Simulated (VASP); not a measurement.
# MnO2 (P-3m1) in VASP: settings compared, part 2 of 2

VASP 6.6.1. The steps go on from the part before.

## Step 4: Single point, PBEsol, collinear spin, ferromagnetic start

This run uses another cell than the first one, of 11.87 Å³/atom.

Input file INCAR:

```
SYSTEM = MnO2
PREC = Accurate
ENCUT = 600
EDIFF = 1E-6
ISMEAR = -1
SIGMA = 0.05
LREAL = .False.
LASPH = .True.
NELM = 200
ALGO = Normal
ISIF = 2
LWAVE = .False.
LCHARG = .True.
ISPIN = 2
MAGMOM = 5.2 0 0
LORBIT = 11
LMAXMIX = 4
GGA = PS
LELF = .True.
LVHAR = .True.
NBANDS = 24
GGA_COMPAT = .False.
```

Input file KPOINTS:

```
Automatic mesh
0
Gamma
  11 11 6
  0 0 0
```

Input file POSCAR:

```
MnO2
1.0
    2.8404328002      0.0000000000      0.0000000000
   -1.4202164001      2.4598869627      0.0000000000
    0.0000000000      0.0000000000      5.0983991945
Mn O
1 2
Direct
    0.0000000000      0.0000000000      0.5000000000
    0.6666666667      0.3333333333      0.3137137923
    0.3333333333      0.6666666667      0.6862862077
```

Potentials or basis: VASP PAW PBE potentials, release 64 (Mn_pv, O).

Run with:

```sh
$ cat potpaw_PBE.64/Mn_pv/POTCAR potpaw_PBE.64/O/POTCAR > POTCAR
$ mpirun -np 1 vasp_std > vasp.out
```

OUTCAR:

```text
SYSTEM = MnO2
   PREC = Accurate
   ENCUT = 600
   EDIFF = 1E-6
   ISMEAR = -1
   LREAL = .False.
   LASPH = .True.
   NELM = 200
   ISIF = 2
   ISPIN = 2
   LORBIT = 11
   GGA = PS

 ion  position               nearest neighbor table
   1  0.000  0.000  0.500-   2 1.90   3 1.90   3 1.90   2 1.90   2 1.90   3 1.90
   2  0.667  0.333  0.314-   1 1.90   1 1.90   1 1.90
   3  0.333  0.667  0.686-   1 1.90   1 1.90   1 1.90

  LATTYP: Found a hexagonal cell.
 ALAT       =     2.8404328002
 C/A-ratio  =     1.7949374455

  Lattice vectors:

 A1 = (   2.8404328002,   0.0000000000,   0.0000000000)
 A2 = (  -1.4202164001,   2.4598869627,   0.0000000000)
 A3 = (   0.0000000000,   0.0000000000,   5.0983991945)

Analysis of symmetry for initial positions (statically):
=====================================================================
 Subroutine PRICEL returns:
 Original cell was already a primitive cell.

[... 1492 lines left out ...]
     24      24.3216      0.00000

 [... further k-points ...]

------------------------ aborting loop because EDIFF is reached ----------------------------------------

  FORCE on cell =-STRESS in cart. coord.  units (eV):
  Direction    XX          YY          ZZ          XY          YZ          ZX
  --------------------------------------------------------------------------------------
  -------------------------------------------------------------------------------------
  Total        0.1840337      0.1840337      0.0761085      0.0000000     -0.0000000      0.0000000
  in kB        8.2770265      8.2770265      3.4230263      0.0000000     -0.0000000      0.0000000
  external PRESSURE =       6.6590264 kB  Pullay stress =       0.0000000 kB

 VOLUME and BASIS-vectors are now :
 -----------------------------------------------------------------------------
  energy-cutoff  :      600.00
  volume of cell :       35.62
      direct lattice vectors                 reciprocal lattice vectors
     2.840432800  0.000000000  0.000000000     0.352059024  0.203261372  0.000000000
    -1.420216400  2.459886963  0.000000000     0.000000000  0.406522745  0.000000000
     0.000000000  0.000000000  5.098399194     0.000000000  0.000000000  0.196139996

 POSITION                                       TOTAL-FORCE (eV/Angst)
 -----------------------------------------------------------------------------------
      0.00000      0.00000      2.54920        -0.000000      0.000000      0.000000
      1.42022      0.81996      1.59944        -0.000000      0.000000     -0.079184
     -0.00000      1.63992      3.49896         0.000000     -0.000000      0.079184
 -----------------------------------------------------------------------------------
    total drift:                                0.000000      0.000000      0.000000

  FREE ENERGIE OF THE ION-ELECTRON SYSTEM (eV)
  ---------------------------------------------------
  free  energy   TOTEN  =       -25.0648338237 eV

  energy  without entropy=      -25.0648197686  energy(sigma->0) =      -25.06482680

 total charge

# of ion       s       p       d       tot
------------------------------------------
    1        0.366   6.488   4.951  11.805
    2        1.574   3.406   0.000   4.980
    3        1.574   3.406   0.000   4.980
--------------------------------------------------
tot          3.513  13.301   4.951  21.764

 magnetization (x)

# of ion       s       p       d       tot
------------------------------------------
    1        0.030   0.040   2.752   2.823
    2        0.004   0.044   0.000   0.048
    3        0.004   0.044   0.000   0.048
--------------------------------------------------
tot          0.038   0.128   2.752   2.918
```

Wall time 4 min (1 thread of Oxide Virtual Turin-like, shared host); peak memory 0.23 GiB.

Results:

```
Free energy                                           : -25.0648 eV
Pressure                                              : 0.7 GPa
Largest force                                         : 0.079 eV/Å
Band gap on the k mesh                                : 0.74 eV (least direct gap 0.79 eV)
Net moment                                            : 3.00 μB per cell
Site moments                                          : Mn +2.82; O +0.05 μB
Valence electrons inside the program's atomic spheres : Mn 11.80; O 4.98
```

Forces in eV/Å, atoms in the order of the input:
```
Mn   0.000  0.000  0.000
O    0.000  0.000 -0.079
O    0.000  0.000  0.079
```

Caveat: the PAW data sets were made with another functional, which shifts forces and pressure a little; a cell with one magnetic atom can't hold antiferromagnetic order, which such compounds often take.

## Step 5: Relaxation of cell and atoms, PBEsol, collinear spin, ferromagnetic start

This run uses another cell than the first one, of 10.84 Å³/atom.

Input file INCAR:

```
PREC = Accurate ; ENCUT = 600
EDIFF = 1E-7 ; ISMEAR = -1
SIGMA = 0.05 ; LREAL = F
LASPH = T ; NELM = 200
ALGO = Normal ; ISIF = 3
LWAVE = F ; LCHARG = F
ISPIN = 2 ; MAGMOM = 5.2 0 0
LORBIT = 11 ; LMAXMIX = 4
GGA = PS ; IBRION = 2
NSW = 80 ; EDIFFG = -0.01
GGA_COMPAT = F ; NELMIN = 4
```

Input file KPOINTS:

```
regular mesh
0
Gamma
  11 11 6
```

Input file POSCAR:

```
MnO2
1.0
    2.8565781800      0.0000000000      0.0000000000
   -1.4282890900      2.4738692700      0.0000000000
    0.0000000000      0.0000000000      4.6013740600
Mn O
1 2
Direct
    0.0000000000      0.0000000000      0.5000000000
    0.6666666681      0.3333333293      0.2937074301
    0.3333333319      0.6666666707      0.7062925699
```

Run with:

```sh
$ cat potpaw_PBE.64/Mn_pv/POTCAR potpaw_PBE.64/O/POTCAR > POTCAR
$ mpirun -np 1 vasp_std > vasp.out
```

Run time: 22 min. Hardware: 1 thread of Oxide Virtual Turin-like, shared host; peak memory 0.22 GiB.

The run converged. Its results:

| Item | Value |
| --- | --- |
| Free energy | -25.0603 eV |
| Relaxed volume | 11.14 Å³/atom |
| Relaxed cell | a = 2.845 Å, b = 2.845 Å, c = 4.768 Å, α = 90.00°, β = 90.00°, γ = 120.00° |
| Space group after relaxing (to 0.1 Å) | P-3m1 (No. 164) |
| Energy gained by relaxing | 1.3 meV/atom |
| Ionic steps | 11 |
| Pressure after relaxing | 0.0 GPa |
| Largest force after relaxing | 0.003 eV/Å |
| Band gap on the k mesh | 0.71 eV (least direct gap 0.76 eV) |
| Net moment | 3.00 μB per cell |
| Site moments | Mn +2.83; O +0.05 μB |
| Valence electrons inside the program's atomic spheres | Mn 11.79; O 4.98 |

Forces on the atoms (eV/Å):
```
Mn   0.000  0.000  0.000
O    0.000  0.000  0.003
O    0.000  0.000 -0.003
```

Stress tensor (GPa, compression positive):
```
-0.03  0.00  0.00
 0.00 -0.03  0.00
 0.00  0.00  0.08
```

The path:
| step | energy change (eV) | largest force (eV/Å) | pressure (GPa) | volume (Å³) |
| --- | --- | --- | --- | --- |
| 1 | 0.0000 | 0.0855 | -1.46 | 32.52 |
| 2 | 0.0011 | 0.1879 | 2.44 | 32.06 |
| 3 | -0.0014 | 0.0291 | 0.17 | 32.32 |
| 4 | -0.0017 | 0.0069 | 0.14 | 32.33 |
| 5 | -0.0018 | 0.0327 | 0.12 | 32.34 |
| 6 | -0.0019 | 0.0295 | 0.13 | 32.38 |
| 7 | -0.0023 | 0.0210 | 0.18 | 32.51 |
| 8 | -0.0029 | 0.0026 | 0.27 | 32.76 |
| 9 | -0.0036 | 0.0373 | 0.50 | 33.27 |
| 10 | -0.0037 | 0.0181 | 0.25 | 33.34 |
| 11 | -0.0038 | 0.0030 | 0.01 | 33.42 |

Final structure:
```cif
data_structure
_symmetry_space_group_name_H-M 'P 1'
_symmetry_Int_Tables_number 1
_cell_length_a 2.8448
_cell_length_b 2.8448
_cell_length_c 4.7679
_cell_angle_alpha 90.000
_cell_angle_beta 90.000
_cell_angle_gamma 120.000
_cell_volume 33.42
loop_
_atom_site_label
_atom_site_type_symbol
_atom_site_fract_x
_atom_site_fract_y
_atom_site_fract_z
_atom_site_occupancy
Mn1 Mn 0.00000 0.00000 0.50000 1
O1 O 0.66667 0.33333 0.30047 1
O2 O 0.33333 0.66667 0.69953 1
```

Levels at points of the mesh, in eV from the valence-band top:
Spin up:
| k point | band 10 | band 11 | band 12 | band 13 | band 14 | band 15 | band 16 | band 17 | band 18 | band 19 |
| --- | --- | --- | --- | --- | --- | --- | --- | --- | --- | --- |
| (0.00, 0.00, 0.00) | -2.40 | -1.47 | -1.47 | -1.37 | -0.33 | 2.87 | 2.87 | 6.94 | 10.22 | 14.03 |
| (0.00, 0.00, 0.50) | -2.40 | -2.40 | -1.50 | -1.50 | -0.05 | 2.90 | 2.90 | 8.93 | 9.24 | 12.80 |
Spin down:
```csv
k point,band 7,band 8,band 9,band 10,band 11,band 12,band 13,band 14,band 15,band 16
"(0.00, 0.00, 0.00)",-5.12,-5.12,-1.38,-1.38,-1.19,0.71,0.71,2.36,4.22,4.22
"(0.00, 0.00, 0.50)",-5.11,-4.79,-2.30,-1.40,-1.40,0.71,0.71,2.49,4.26,4.26
```

Caveat: the PAW data sets were made with another functional, which shifts forces and pressure a little; a cell with one magnetic atom can't hold antiferromagnetic order, which such compounds often take. A k mesh can miss the band edges.

## Step 6: The runs side by side

```tsv
task	level	potentials or basis	cell	gap on the mesh (eV)	pressure (GPa)	moment (μB)	largest force (eV/Å)
single point	LDA	VASP PAW LDA potentials, release 64 (Mn_pv, O)	a = 2.814, b = 2.814, c = 4.382 Å, angles 90.0, 90.0, 120.0°, 3 atoms, atomic positions A	0.12	0.9	2.99	0.10
single point	PBEsol+D3(BJ)	VASP PAW PBE potentials, release 64 (Mn_pv, O)	a = 2.834, b = 2.834, c = 4.474 Å, angles 90.0, 90.0, 120.0°, 3 atoms, atomic positions B	0.61	0.7	3.00	0.08
single point	PBEsol	VASP PAW PBE potentials, release 64 (Mn_pv, O)	a = 2.840, b = 2.840, c = 5.098 Å, angles 90.0, 90.0, 120.0°, 3 atoms, atomic positions C	0.74	0.7	3.00	0.08
relaxation of cell and atoms	PBEsol	VASP PAW PBE potentials, release 64 (Mn_pv, O)	relaxed from a = 2.857, b = 2.857, c = 4.601 Å, angles 90.0, 90.0, 120.0°, 3 atoms, atomic positions D	0.71	0.0	3.00	-
```

Alike in all rows: spin collinear, ferromagnetic start; k mesh 11 × 11 × 6; cutoff (eV) 600; smearing fermi-dirac 0.05 eV.

Caveats: a cell with one magnetic atom can't hold antiferromagnetic order, which such compounds often take; the PAW data sets were made with another functional, which shifts forces and pressure a little (at least some runs).

Absolute energies hang on the potentials; compare differences alone.
